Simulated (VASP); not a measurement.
# AlFe (Pm-3m) in VASP: notebook, part 2 of 2

VASP 6.6.1.

### Step 4. Single point, PBE, collinear spin, ferromagnetic start (volume scaled by 0.9)

The input, INCAR:

```
  PREC = Accurate
  ENCUT = 520
  EDIFF = 1E-6
  ISMEAR = -1
  SIGMA = 0.1
  LREAL = False
  LASPH = True
  NELM = 150
  ALGO = Normal
  ISIF = 2
  LWAVE = False
  LCHARG = False
  ISPIN = 2
  MAGMOM = 0 3
  LORBIT = 11
  LMAXMIX = 4
  GGA = PE
  NBANDS = 16
```

The input, KPOINTS:

```
Automatic mesh
0
Gamma
  11 11 11
```

The input, POSCAR:

```
AlFe
1.0
    2.8095741092      0.0000000000      0.0000000000
    0.0000000000      2.8095741092      0.0000000000
    0.0000000000      0.0000000000      2.8095741092
Al Fe
1 1
Direct
    0.0000000000      0.0000000000      0.0000000000
    0.5000000000      0.5000000000      0.5000000000
```

Potentials or basis: VASP PAW PBE potentials, release 64 (Al, Fe).

Command:

```
cat potpaw_PBE.64/Al/POTCAR potpaw_PBE.64/Fe/POTCAR > POTCAR
mpirun -np 1 vasp_std > vasp.out
```

OUTCAR:

```text
PREC = Accurate
   ENCUT = 520
   EDIFF = 1E-6
   ISMEAR = -1
   LREAL = False
   LASPH = True
   NELM = 150
   ISIF = 2
   ISPIN = 2
   LORBIT = 11
   GGA = PE

 ion  position               nearest neighbor table
   1  0.000  0.000  0.000-   2 2.43   2 2.43   2 2.43   2 2.43   2 2.43   2 2.43   2 2.43   2 2.43

   2  0.500  0.500  0.500-   1 2.43   1 2.43   1 2.43   1 2.43   1 2.43   1 2.43   1 2.43   1 2.43

  LATTYP: Found a simple cubic cell.
 ALAT       =     2.8095741092

  Lattice vectors:

 A1 = (   2.8095741092,   0.0000000000,   0.0000000000)
 A2 = (   0.0000000000,   2.8095741092,   0.0000000000)
 A3 = (   0.0000000000,   0.0000000000,   2.8095741092)

Analysis of symmetry for initial positions (statically):
=====================================================================
 Subroutine PRICEL returns:
 Original cell was already a primitive cell.

 Routine SETGRP: Setting up the symmetry group for a
 simple cubic supercell.

 Subroutine GETGRP returns: Found 48 space group operations
[... 9 lines left out ...]

[... 635 lines left out ...]

 spin component 2

 k-point     1 :       0.0000    0.0000    0.0000
  band No.  band energies     occupation
      1      -2.0373      1.00000
      2       6.3491      1.00000
      3       6.3491      1.00000
      4       9.1826      0.01229
      5       9.1826      0.01229
      6       9.1826      0.01229
[... 435 lines left out ...]
      5       8.3743      0.97579
      6       9.0588      0.04116
[... 8 lines left out ...]
     15      29.9210      0.00000
     16      30.6811      0.00000

 [... further k-points ...]
[... 5 lines left out ...]
  --------------------------------------------------------------------------------------
  -------------------------------------------------------------------------------------
  Total        1.9742576      1.9742576      1.9742576     -0.0000000      0.0000000     -0.0000000
  in kB      142.6241021    142.6241021    142.6241021     -0.0000000      0.0000000     -0.0000000
  external PRESSURE =     142.6241021 kB  Pullay stress =       0.0000000 kB

 VOLUME and BASIS-vectors are now :
 -----------------------------------------------------------------------------
  energy-cutoff  :      520.00
  volume of cell :       22.18
      direct lattice vectors                 reciprocal lattice vectors
     2.809574109  0.000000000  0.000000000     0.355925831  0.000000000  0.000000000
     0.000000000  2.809574109  0.000000000     0.000000000  0.355925831  0.000000000
     0.000000000  0.000000000  2.809574109     0.000000000  0.000000000  0.355925831

 POSITION                                       TOTAL-FORCE (eV/Angst)
 -----------------------------------------------------------------------------------
      0.00000      0.00000      0.00000         0.000000      0.000000      0.000000
      1.40479      1.40479      1.40479         0.000000      0.000000      0.000000
 -----------------------------------------------------------------------------------
    total drift:                                0.000000     -0.000000     -0.000000

  FREE ENERGIE OF THE ION-ELECTRON SYSTEM (eV)
  ---------------------------------------------------
  free  energy   TOTEN  =       -12.6178307684 eV

  energy  without entropy=      -12.5475406932  energy(sigma->0) =      -12.58268573

 total charge

# of ion       s       p       d       tot
------------------------------------------
    1        0.410   0.469   0.000   0.879
    2        0.459   0.559   6.549   7.567
--------------------------------------------------
tot          0.869   1.028   6.549   8.446

 magnetization (x)

# of ion       s       p       d       tot
------------------------------------------
    1       -0.007  -0.014   0.000  -0.020
    2        0.001   0.009   0.663   0.673
--------------------------------------------------
tot         -0.006  -0.004   0.663   0.653
```

OSZICAR:

```text
N       E                     dE             d eps       ncg     rms          rms(c)
DAV:   1     0.320701079295E+02    0.32070E+02   -0.45269E+03  3664   0.714E+02
DAV:   2    -0.125550583575E+02   -0.44625E+02   -0.40009E+02  4248   0.144E+02
DAV:   3    -0.139914752926E+02   -0.14364E+01   -0.14226E+01  4384   0.274E+01
DAV:   4    -0.140113482196E+02   -0.19873E-01   -0.19869E-01  4528   0.288E+00
DAV:   5    -0.140119975391E+02   -0.64932E-03   -0.64931E-03  4528   0.568E-01    0.162E+01
DAV:   6    -0.154571972285E+02   -0.14452E+01   -0.39546E+01  4232   0.710E+01    0.153E+01
DAV:   7    -0.126782488399E+02    0.27789E+01   -0.22054E+01  4328   0.452E+01    0.279E+00
DAV:   8    -0.126337123147E+02    0.44537E-01   -0.16002E-01  4744   0.347E+00    0.146E+00
DAV:   9    -0.126198687050E+02    0.13844E-01   -0.23236E-02  4856   0.150E+00    0.799E-01
DAV:  10    -0.126178553774E+02    0.20133E-02   -0.73922E-04  4256   0.180E-01    0.204E-01
DAV:  11    -0.126178352495E+02    0.20128E-04   -0.14064E-04  4784   0.109E-01    0.113E-01
DAV:  12    -0.126178449496E+02   -0.97000E-05   -0.23403E-05  4296   0.371E-02    0.486E-02
DAV:  13    -0.126178300900E+02    0.14860E-04   -0.26356E-06  4360   0.122E-02    0.104E-02
DAV:  14    -0.126178307684E+02   -0.67834E-06   -0.90776E-07  2760   0.663E-03
   1 F= -.12617831E+02 E0= -.12582686E+02  d E =-.702901E-01  mag=     0.6465
```

stdout:

```text
POSCAR found type information on POSCAR AlFe
 POSCAR found :  2 types and       2 ions
 scaLAPACK will be used
 LDA part: xc-table for (Slater+PW92), standard interpolation
 POSCAR, INCAR and KPOINTS ok, starting setup
 FFT: planning ... GRIDC
 FFT: planning ... GRID_SOFT
 FFT: planning ... GRID
 WAVECAR not read
 entering main loop
```

Run time: 16 s. Hardware: 1 thread of Intel Xeon Platinum 8559C (Emerald Rapids), shared host; peak memory 0.16 GiB.

What came out:

| Item | Value |
| --- | --- |
| Free energy | -12.6178 eV |
| Pressure | 14.3 GPa |
| Net moment | 0.65 μB per cell |
| Site moments | Al -0.02; Fe +0.67 μB |
| Valence electrons inside the program's atomic spheres | Al 0.88; Fe 7.57 |

### Step 5. Single point, PBE, collinear spin, ferromagnetic start (volume scaled by 0.95)

The input, INCAR:

```
ALGO = Normal ; EDIFF = 1E-7
ENCUT = 520 ; GGA = PE
ISIF = 2 ; ISMEAR = -1
ISPIN = 2 ; LASPH = T
LCHARG = T ; LELF = T
LMAXMIX = 4 ; LORBIT = 11
LREAL = F ; LVHAR = T
LWAVE = F ; MAGMOM = 0 3
NBANDS = 16 ; NELM = 150
PREC = Accurate ; SIGMA = 0.1
```

The input, KPOINTS:

```
k-points
0
Gamma
  11 11 11
```

The input, POSCAR:

```
AlFe
1.0
    2.8606684360      0.0000000000      0.0000000000
    0.0000000000      2.8606684360      0.0000000000
    0.0000000000      0.0000000000      2.8606684360
Al Fe
1 1
Direct
    0.0000000000      0.0000000000      0.0000000000
    0.5000000000      0.5000000000      0.5000000000
```

Command:

```
cat potpaw_PBE.64/Al/POTCAR potpaw_PBE.64/Fe/POTCAR > POTCAR
mpirun -np 1 vasp_std > vasp.out
```

Wall time 19 s (1 thread of Intel Xeon Platinum 8559C (Emerald Rapids), shared host); peak memory 0.16 GiB.

The run converged. Its results:

```
Free energy                                           : -12.6815 eV
Pressure                                              : 2.9 GPa
Net moment                                            : 0.68 μB per cell
Site moments                                          : Al -0.02; Fe +0.71 μB
Valence electrons inside the program's atomic spheres : Al 0.84; Fe 7.45
```

Levels at points of the mesh, in eV from the Fermi level:
Spin up:
| k point | band 4 | band 5 | band 6 | band 7 | band 8 | band 9 |
| --- | --- | --- | --- | --- | --- | --- |
| (0.00, 0.00, 0.00) | -0.38 | -0.38 | -0.38 | 6.42 | 6.42 | 6.42 |
Spin down:
```
           k point  band 2  band 3  band 4  band 5  band 6  band 7  band 8  band 9
(0.00, 0.00, 0.00)   -2.21   -2.21    0.42    0.42    0.42    6.46    6.46    6.46
```

### Step 6. Summary

| cell | gap on the mesh (eV) | pressure (GPa) | moment (μB) |
| --- | --- | --- | --- |
| a = 2.701 Å, 2 atoms | none | 48.8 | 0.51 |
| a = 2.757 Å, 2 atoms | none | 29.2 | 0.60 |
| a = 2.810 Å, 2 atoms | none | 14.3 | 0.65 |
| a = 2.861 Å, 2 atoms | none | 2.9 | 0.68 |

Alike in all rows: task single point; level PBE; potentials or basis VASP PAW PBE potentials, release 64 (Al, Fe); spin collinear, ferromagnetic start; k mesh 11 × 11 × 11; cutoff (eV) 520; smearing fermi-dirac 0.1 eV.

Absolute energies hang on the potentials; compare differences alone.
